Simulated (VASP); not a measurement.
# Ga2O3 (R32) in VASP: single point with PBE

Aim: the single point of Ga2O3 with PBE.

Everything below comes from runs of VASP 6.6.1. Logs are shortened: lines on timing, memory, paths and dates and some standing lists are left out, and cuts for length are marked.

## (1) The cell of the first run

It takes space group R32 (No. 155, trigonal). Conventional cell: a = 5.057 Å, b = 5.057 Å, c = 13.623 Å, α = 90.00°, β = 90.00°, γ = 120.00°. Ga (site symmetry 3) has 6 O at 2.00 to 2.01 Å and 1 Ga at 2.63 Å within 2.7 Å. Ga (site symmetry 3) has 6 O at 1.91 to 2.20 Å within 2.5 Å. O (site symmetry 2) has 4 Ga at 1.91 to 2.01 Å within 2.5 Å. Within 2.7 Å of O (site symmetry 2) lie 4 Ga at 2.00 to 2.20 Å and 2 O at 2.67 Å.

## (2) Single point, PBE

The input, INCAR:

```
SYSTEM = Ga2O3
  PREC = Accurate
  ENCUT = 600
  EDIFF = 1E-6
  ISMEAR = -5
  SIGMA = 0.05
  LREAL = .False.
  LASPH = .True.
  NELM = 120
  ALGO = Normal
  ISIF = 2
  LWAVE = .False.
  LCHARG = .False.
  GGA = PE
  NBANDS = 55
  GGA_COMPAT = .False.
```

The input, KPOINTS:

```
Automatic mesh
0
Gamma
  6 6 6
  0 0 0
```

The input, POSCAR:

```
Ga2O3
1.0
    2.5287245564      1.4599598033      4.5410352127
   -2.5287245564      1.4599598033      4.5410352127
    0.0000000000     -2.9199196066      4.5410352127
Ga O
4 6
Direct
    0.3466931662      0.3466931662      0.3466931662
    0.1533068338      0.1533068338      0.1533068338
    0.6349556584      0.6349556584      0.6349556584
    0.8650443416      0.8650443416      0.8650443416
    0.5509946297      0.9490053703      0.2500000000
    0.2500000000      0.5509946297      0.9490053703
    0.9490053703      0.2500000000      0.5509946297
    0.4446479633      0.0553520367      0.7500000000
    0.7500000000      0.4446479633      0.0553520367
    0.0553520367      0.7500000000      0.4446479633
```

Potentials or basis: VASP PAW PBE potentials, release 64 (Ga_d, O).

The run is started by

```bash
> cat potpaw_PBE.64/Ga_d/POTCAR potpaw_PBE.64/O/POTCAR > POTCAR
> mpirun -np 1 vasp_std > vasp.out
```

OUTCAR:

```text
SYSTEM = Ga2O3
   PREC = Accurate
   ENCUT = 600
   EDIFF = 1E-6
   ISMEAR = -5
   LREAL = .False.
   LASPH = .True.
   NELM = 120
   ISIF = 2
   GGA = PE

 ion  position               nearest neighbor table
   1  0.347  0.347  0.347-   9 2.00   8 2.00  10 2.00   7 2.01   6 2.01   5 2.01   2 2.63
   2  0.153  0.153  0.153-  10 2.00   8 2.00   9 2.00   7 2.01   6 2.01   5 2.01   1 2.63
   3  0.635  0.635  0.635-   6 1.91   5 1.91   7 1.91   9 2.20  10 2.20   8 2.20
   4  0.865  0.865  0.865-   7 1.91   5 1.91   6 1.91   9 2.20  10 2.20   8 2.20
   5  0.551  0.949  0.250-   3 1.91   4 1.91   1 2.01   2 2.01
   6  0.250  0.551  0.949-   3 1.91   4 1.91   1 2.01   2 2.01
   7  0.949  0.250  0.551-   4 1.91   3 1.91   1 2.01   2 2.01
   8  0.445  0.055  0.750-   1 2.00   2 2.00   3 2.20   4 2.20
   9  0.750  0.445  0.055-   1 2.00   2 2.00   3 2.20   4 2.20
  10  0.055  0.750  0.445-   2 2.00   1 2.00   3 2.20   4 2.20

  LATTYP: Found a trigonal (rhomboedric) cell.
 ALAT       =     5.3987898007
 COS(alpha) =     0.5612266819

  Lattice vectors:

 A1 = (   2.5287245564,   1.4599598033,   4.5410352127)
 A2 = (  -2.5287245564,   1.4599598033,   4.5410352127)
 A3 = (   0.0000000000,  -2.9199196066,   4.5410352127)

Analysis of symmetry for initial positions (statically):
=====================================================================
 Subroutine PRICEL returns:
 Original cell was already a primitive cell.

 Routine SETGRP: Setting up the symmetry group for a
 trigonal (rhombohedral) supercell.

 Subroutine GETGRP returns: Found  6 space group operations
 (whereof  3 operations were pure point group operations)
 out of a pool of 12 trial point group operations.

The static configuration has the point symmetry C_3 .
 The point group associated with its full space group is D_3 .

Analysis of symmetry for dynamics (positions and initial velocities):
=====================================================================
 Subroutine PRICEL returns:
 Original cell was already a primitive cell.

 Routine SETGRP: Setting up the symmetry group for a
 trigonal (rhombohedral) supercell.

 Subroutine GETGRP returns: Found  6 space group operations
 (whereof  3 operations were pure point group operations)
 out of a pool of 12 trial point group operations.

The dynamic configuration has the point symmetry C_3 .
 The point group associated with its full space group is D_3 .

 Subroutine INISYM returns: Found  6 space group operations
 (whereof  3 operations are pure point group operations),
 and found     1 'primitive' translations

----------------------------------------------------------------------------------------

                                     Primitive cell

  volume of cell :     100.5885

  direct lattice vectors                    reciprocal lattice vectors
     2.528724556  1.459959803  4.541035213     0.197728139  0.114158394  0.073404701
    -2.528724556  1.459959803  4.541035213    -0.197728139  0.114158394  0.073404701
     0.000000000 -2.919919607  4.541035213     0.000000000 -0.228316788  0.073404701

  length of vectors
     5.398789801  5.398789801  5.398789801     0.239826617  0.239826617  0.239826617

  position of ions in fractional coordinates (direct lattice)
     0.346693166  0.346693166  0.346693166
     0.153306834  0.153306834  0.153306834
     0.634955658  0.634955658  0.634955658
     0.865044342  0.865044342  0.865044342
     0.550994630  0.949005370  0.250000000
     0.250000000  0.550994630  0.949005370
     0.949005370  0.250000000  0.550994630
     0.444647963  0.055352037  0.750000000
     0.750000000  0.444647963  0.055352037
     0.055352037  0.750000000  0.444647963

  ion indices of the primitive-cell ions
   primitive index   ion index
                 1           1
                 2           2
                 3           3
                 4           4
                 5           5
                 6           6
                 7           7
                 8           8
                 9           9
                10          10

----------------------------------------------------------------------------------------

 KPOINTS: Automatic mesh

Automatic generation of k-mesh.
 Grid dimensions read from file:
 generate k-points for:    6    6    6

 Generating k-lattice:

  Cartesian coordinates                     Fractional coordinates (reciprocal lattice)
     0.032954690  0.019026399  0.012234117     0.166666667  0.000000000  0.000000000
    -0.032954690  0.019026399  0.012234117     0.000000000  0.166666667  0.000000000
     0.000000000 -0.038052798  0.012234117     0.000000000  0.000000000  0.166666667

  Length of vectors
     0.039971103  0.039971103  0.039971103

  Shift w.r.t. Gamma in fractional coordinates (k-lattice)
     0.000000000  0.000000000  0.000000000

 TETIRR: Found    108 inequivalent tetrahedra from     1296

 Subroutine IBZKPT returns following result:
 ===========================================

 Found     32 irreducible k-points:

 Following reciprocal coordinates:
            Coordinates               Weight
  0.000000  0.000000  0.000000      1.000000
  0.166667  0.000000 -0.000000      6.000000
  0.333333  0.000000 -0.000000      6.000000
  0.500000  0.000000  0.000000      3.000000
  0.166667  0.166667 -0.000000      6.000000
  0.333333  0.166667  0.000000     12.000000
[... 16 lines left out ...]
  0.500000  0.500000  0.166667      6.000000
 -0.333333  0.500000  0.166667     12.000000
 [... further k-points ...]
   k-points           NKPTS =     32   k-points in BZ     NKDIM =     32   number of bands    NBANDS=     55
   number of dos      NEDOS =    301   number of ions     NIONS =     10
   total plane-waves  NPLWV = 110592
   dimension x,y,z NGX =    48 NGY =   48 NGZ =   48
   dimension x,y,z NGXF=    96 NGYF=   96 NGZF=   96
   ions per type =               4   6
   NGX,Y,Z   is equivalent  to a cutoff of  14.78, 14.78, 14.78 a.u.
   NGXF,Y,Z  is equivalent  to a cutoff of  29.56, 29.56, 29.56 a.u.
 SYSTEM =  Ga2O3
   PREC   = accura    normal or accurate (medium, high low for compatibility)
   ISTART =      0    job   : 0-new  1-cont  2-samecut
   ICHARG =      2    charge: 1-file 2-atom 10-const
   ISPIN  =      1    spin polarized calculation?
   LNONCOLLINEAR =      F non collinear calculations
   LSORBIT =      F    spin-orbit coupling
   LASPH  =      T    aspherical Exc in radial PAW
   ENCUT  =  600.0 eV  44.10 Ry    6.64 a.u.  10.78 10.78 10.78*2*pi/ulx,y,z
   NELM   =    120;   NELMIN=  2; NELMDL= -5     # of ELM steps
   EDIFF  = 0.1E-05   stopping-criterion for ELM
   LREAL  =      F    real-space projection
   EDIFFG = 0.1E-04   stopping-criterion for IOM
   NSW    =      0    number of steps for IOM
   IBRION =     -1    ionic relax: 0-MD 1-quasi-New 2-CG
   NFREE  =      0    steps in history (QN), initial steepest desc. (CG)
   ISIF   =      2    stress and relaxation
   ISYM   =      2    0-nonsym 1-usesym 2-fastsym
   POTIM  = 0.5000    time-step for ionic-motion
   TEBEG  =    0.0;   TEEND  =   0.0 temperature during run
   PSTRESS=    0.0 pullay stress
   NELECT =      88.0000    total number of electrons
   NUPDOWN=      -1.0000    fix difference up-down
   EMIN   =  10.00;   EMAX   =-10.00  energy-range for DOS
   EFERMI =   0.00;   METHOD = LEGACY
   ISMEAR =    -5;   SIGMA  =   0.05  broadening in eV -4-tet -1-fermi 0-gaus
   EFERMI_NEDOS =   21; number of points for ismear=-14 and -15
   IALGO  =     38    algorithm
   IMIX   =      4    mixing-type and parameters
     AMIX     =   0.40;   BMIX     =  1.00
     AMIX_MAG =   1.60;   BMIX_MAG =  1.00
  volume/ion in A,a.u.               =      10.06        67.88
  Fermi-wavevector in a.u.,A,eV,Ry     =   1.565740  2.958819 33.355234  2.451541
  Thomas-Fermi vector in A             =   2.668171
   LORBIT       =      0    0 simple, 1 ext, 2 COOP (PROOUT), +10 PAW based schemes
   GGA     = PE    functional components
   LHFCALC =     F    Hartree Fock is set to
   AEXX    =    0.0000 exact exchange contribution
   IVDW    =     0    specifies the selected vdW correction
   LEPSILON=     F    determine dielectric tensor
   LRPA    =     F    only Hartree local field effects (RPA)
 non-spin polarized calculation
 Fermi weights with tetrahedron method with Bloechl corrections
  energy-cutoff  :      600.00
  volume of cell :      100.59
 maximum number of plane-waves:      3378
 NGX is ok and might be reduce to    48
   NGX = 21   NGY = 21   NGZ = 21

 number of electron      87.9999994 magnetization

 Free energy of the ion-electron system (eV)
  ---------------------------------------------------
  ext. energy  EPLUGINS =         0.00000000
  ---------------------------------------------------
  free energy    TOTEN  =       -58.58419076 eV

  energy without entropy =      -58.58419076  energy(sigma->0) =      -58.58419076

 E-fermi :   4.7311     XC(G=0): -11.9627

 val. band max:        4.7019172821   @ k =   0.3333   0.3333   0.3333
 cond. band min:       6.3773683191   @ k =   0.0000   0.0000   0.0000
 fundamental gap:      1.6754510370
 Fermi energy:         4.7311020826

 k-point     1 :       0.0000    0.0000    0.0000
  band No.  band energies     occupation
      1     -15.1072      2.00000
      2     -13.7480      2.00000
      3     -13.7480      2.00000
      4     -12.2569      2.00000
      5     -11.7400      2.00000
      6     -11.7400      2.00000
[... 47 lines left out ...]
     54      14.9326      0.00000
     55      15.7139      0.00000

 k-point     2 :       0.1667    0.0000   -0.0000
  band No.  band energies     occupation
      1     -15.0125      2.00000
      2     -13.8016      2.00000
      3     -13.7681      2.00000
      4     -12.2603      2.00000
      5     -11.7834      2.00000
      6     -11.7609      2.00000
[... 47 lines left out ...]
     54      15.5073      0.00000
     55      15.5980      0.00000
[... 1216 lines left out ...]
     54      16.1264      0.00000
     55      16.3923      0.00000

 k-point    24 :      -0.3333    0.5000    0.1667
  band No.  band energies     occupation
      1     -14.5290      2.00000
      2     -14.0098      2.00000
      3     -13.8899      2.00000
      4     -12.3222      2.00000
      5     -11.9795      2.00000
      6     -11.8306      2.00000
[... 47 lines left out ...]
     54      15.9427      0.00000
     55      16.3092      0.00000

 [... further k-points ...]

------------------------ aborting loop because EDIFF is reached ----------------------------------------

  FORCE on cell =-STRESS in cart. coord.  units (eV):
  Direction    XX          YY          ZZ          XY          YZ          ZX
  --------------------------------------------------------------------------------------
  -------------------------------------------------------------------------------------
  Total        2.2183199      2.2183199      0.5973389      0.0000000      0.0000000      0.0000000
  in kB       35.3334638     35.3334638      9.5144310      0.0000000      0.0000000      0.0000000
  external PRESSURE =      26.7271195 kB  Pullay stress =       0.0000000 kB

 VOLUME and BASIS-vectors are now :
 -----------------------------------------------------------------------------
  energy-cutoff  :      600.00
  volume of cell :      100.59
      direct lattice vectors                 reciprocal lattice vectors
     2.528724556  1.459959803  4.541035213     0.197728139  0.114158394  0.073404701
    -2.528724556  1.459959803  4.541035213    -0.197728139  0.114158394  0.073404701
     0.000000000 -2.919919607  4.541035213     0.000000000 -0.228316788  0.073404701

 POSITION                                       TOTAL-FORCE (eV/Angst)
 -----------------------------------------------------------------------------------
      0.00000      0.00000      4.72304         0.000000      0.000000      3.772896
      0.00000      0.00000      2.08852         0.000000      0.000000     -3.772896
      0.00000      0.00000      8.65007         0.000000      0.000000      2.799860
      0.00000      0.00000     11.78459         0.000000     -0.000000     -2.799860
     -1.00646      1.45996      7.94681         0.228565      0.000000     -0.000000
     -0.76113     -1.60160      7.94681        -0.114282      0.197943     -0.000000
      1.76759      0.14164      7.94681        -0.114282     -0.197943     -0.000000
      0.98442     -1.45996      5.67629        -0.016701      0.000000     -0.000000
      0.77215      1.58251      5.67629         0.008350     -0.014463     -0.000000
     -1.75657     -0.12255      5.67629         0.008350      0.014463     -0.000000
 -----------------------------------------------------------------------------------
    total drift:                               -0.000000     -0.000000      0.000000

  FREE ENERGIE OF THE ION-ELECTRON SYSTEM (eV)
  ---------------------------------------------------
  free  energy   TOTEN  =       -58.5841907616 eV

  energy  without entropy=      -58.5841907616  energy(sigma->0) =      -58.58419076
```

Wall time 4.3 min (1 thread of Intel Xeon Platinum 8375C at 2.90GHz (Ice Lake), shared host); peak memory 0.39 GiB.

Results:

| Property | Result |
| --- | --- |
| Free energy | -58.5842 eV |
| Pressure | 2.7 GPa |
| Largest force | 3.773 eV/Å |
| Band gap on the k mesh | 1.68 eV, indirect (least direct gap 1.70 eV) |

Forces in eV/Å, atoms in the order of the input:
```
Ga   0.000  0.000  3.773
Ga   0.000  0.000 -3.773
Ga   0.000  0.000  2.800
Ga   0.000  0.000 -2.800
O    0.229  0.000  0.000
O   -0.114  0.198  0.000
O   -0.114 -0.198  0.000
O   -0.017  0.000  0.000
O    0.008 -0.014  0.000
O    0.008  0.014  0.000
```

Stress tensor (GPa, compression positive):
```
3.53 0.00 0.00
0.00 3.53 0.00
0.00 0.00 0.95
```

Caveat: forces of over 1 eV/Å act on the atoms, so gaps and moduli don't describe the material at rest. A k mesh can miss the band edges.
